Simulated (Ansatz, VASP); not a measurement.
# HgTe: VASP beside Ansatz

INCAR

```
PREC     = Accurate       # precision mode
ENCUT    = 500            # plane-wave cutoff, eV
EDIFF    = 1E-6           # SCF threshold, eV
ISMEAR   = -1             # smearing method
SIGMA    = 0.02           # smearing width, eV
LREAL    = F              # projectors in reciprocal space
LASPH    = T              # aspherical terms in the spheres
NELM     = 200            # most SCF steps
ALGO     = Normal         # electronic algorithm
ISIF     = 2              # what is computed and relaxed
LWAVE    = F              # write WAVECAR
LCHARG   = F              # write CHGCAR
MAGMOM   = 0 0 0 0 0 0    # initial moments
LORBIT   = 11             # projections on sites
LSORBIT  = T              # spin-orbit coupling
GGA_COMPAT= F            
LORBMOM  = T            
GGA      = PE             # functional
NBANDS   = 30             # bands
```

File KPOINTS:

```
Automatic mesh
0
Gamma
  4 4 4
```

POSCAR

```
HgTe
1.0
    0.0000000000      3.0434522825      3.0434522825
    3.0434522825      0.0000000000      3.0434522825
    3.0434522825      3.0434522825      0.0000000000
Hg Te
1 1
Direct
    0.0000000000      0.0000000000      0.0000000000
    0.5000000000      0.5000000000      0.5000000000
```

Input for Ansatz:

```yaml
crystal:
  lattice:
    - [0.0, 3.0434522825, 3.0434522825]
    - [3.0434522825, 0.0, 3.0434522825]
    - [3.0434522825, 3.0434522825, 0.0]
  atoms:
    - { symbol: Hg, position: [0.0, 0.0, 0.0] }
    - { symbol: Te, position: [0.5, 0.5, 0.5] }
kpoints:
  mp_grid: { grid: [4, 4, 4] }
hamiltonian:
  xc: pbe
scf:
  occupations: { method: fermi_dirac, width: 0.02 }
  n_extra_bands: 24
magnetization:
  noncollinear: true
  spin_orbit: true
output:
  optics: { e_range: [0, 12], de: 0.05, sigma: 0.1, bands: scf }
```

Alike in both runs: task single point; functional PBE; k mesh 4 × 4 × 4; occupations fermi-dirac, width 0.02 eV; non-collinear spin, spin-orbit coupling.

```csv
,VASP,Ansatz
version,VASP 6.6.1,Ansatz 0.2.0
potentials or method,"VASP PAW PBE potentials, release 64 (Hg, Te)","plane waves, PAW"
plane-wave cutoff (eV),500,420
valence electrons in the cell,18,36
```

|  | VASP | Ansatz | Ansatz less VASP |
| --- | --- | --- | --- |
| net moment per atom (μB) | 0.00 | 0.00 | 0.000 |

VASP's potentials hold 18 valence electrons a cell and Ansatz's 36, so a difference there can come from the potentials and not from the codes. Ansatz's warnings: optics on partly filled bands.

The k mesh is coarse, so the values compare programs but aren't converged.
